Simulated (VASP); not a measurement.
Here is a VASP 6.6.1 calculation.

The input INCAR:

```
SYSTEM = Mo
  ALGO = Normal
  EDIFF = 1E-6
  ENCUT = 520
  GGA = PS
  ISIF = 2
  ISMEAR = 0
  LASPH = .TRUE.
  LCHARG = .FALSE.
  LREAL = .FALSE.
  LWAVE = .FALSE.
  NBANDS = 13
  NELM = 60
  PREC = Accurate
  SIGMA = 0.15
```

Contents of KPOINTS:

```
k-points
0
G
  22 22 22
  0 0 0
```

The input POSCAR:

```
Mo
1.0
   -1.5081600000      1.5081600000      1.5081600000
    1.5081600000     -1.5081600000      1.5081600000
    1.5081600000      1.5081600000     -1.5081600000
Mo
1
Direct
    0.0000000000      0.0000000000      0.0000000000
```

Potentials or basis: VASP PAW PBE potentials, release 64 (Mo_sv).

Run with:

```sh
$ cat potpaw_PBE.64/Mo_sv/POTCAR > POTCAR
$ mpirun -np 1 vasp_std > vasp.out
```

(1) What does it give for the pressure?

(2) Estimate the band gap on the k mesh.

Results:

(1) 39.6 GPa.

(2) zero (bands 7 and 8 overlap by 6.46 eV).

Caveat: the cell differs from its parent crystal (strain -0.040 along x and y, -0.040 along z); the cell stands under pressure; the PAW data sets were made with another functional, which shifts forces and pressure a little.
